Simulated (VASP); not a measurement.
Write the native input for VASP 6.6.1 that does the following.

* Task: single point
* Functional: PBEsol
* Potentials or basis: VASP PAW PBE potentials, release 64 (Si, Mo_sv)
* Cutoff: 520 eV
* k mesh: 20 × 20 × 20
* Occupations: gaussian, width 0.15 eV
* Spin: no spin polarisation
* Dipole correction: no
* Further INCAR settings: ALGO = Normal; EDIFF = 1e-06; NBANDS = 18

The structure of Si2Mo lies in POSCAR:

```
Si2Mo
1.0
   -1.5950350850      1.5950350850      3.9106920018
    1.5950350850     -1.5950350850      3.9106920018
    1.5950350850      1.5950350850     -3.9106920018
Si Mo
2 1
Direct
    0.2380839870      0.4320353424      0.0000000000
    0.5679646576      0.7619160130      0.0000000000
    0.0000000000      0.0000000000      0.0000000000
```

This cell differs from its parent crystal: all Si atoms moved +0.438 Å, as atom 1 along Cartesian [1 -1 0].

The input as run:

INCAR

```
SYSTEM = Si2Mo
  PREC = Accurate
  ENCUT = 520
  EDIFF = 1E-6
  ISMEAR = 0
  SIGMA = 0.15
  LREAL = .False.
  LASPH = .True.
  NELM = 80
  ALGO = Normal
  ISIF = 2
  LWAVE = .False.
  LCHARG = .False.
  GGA = PS
  NBANDS = 18
```

KPOINTS

```
regular mesh
0
Gamma
  20 20 20
  0 0 0
```

Potentials or basis: VASP PAW PBE potentials, release 64 (Si, Mo_sv).

Run with:

```console
$ cat potpaw_PBE.64/Si/POTCAR potpaw_PBE.64/Mo_sv/POTCAR > POTCAR
$ mpirun -np 1 vasp_std > vasp.out
```

It gave:

| Item | Value |
| --- | --- |
| Pressure | 15.0 GPa |
| Largest force | 6.554 eV/Å |
| Band gap on the k mesh | zero (bands 11 and 12 overlap by 0.10 eV) |

Caveat: the cell differs from its parent crystal (all Si atoms moved +0.438 Å, as atom 1 along Cartesian [1 -1 0]); the cell stands under pressure; the PAW data sets were made with another functional, which shifts forces and pressure a little.

Run time: 14 min on 1 thread of Intel(R) Xeon(R) Platinum 8259CL CPU @ 2.50GHz (Skylake/Cascade Lake), on a shared host, peak memory 0.84 GiB.
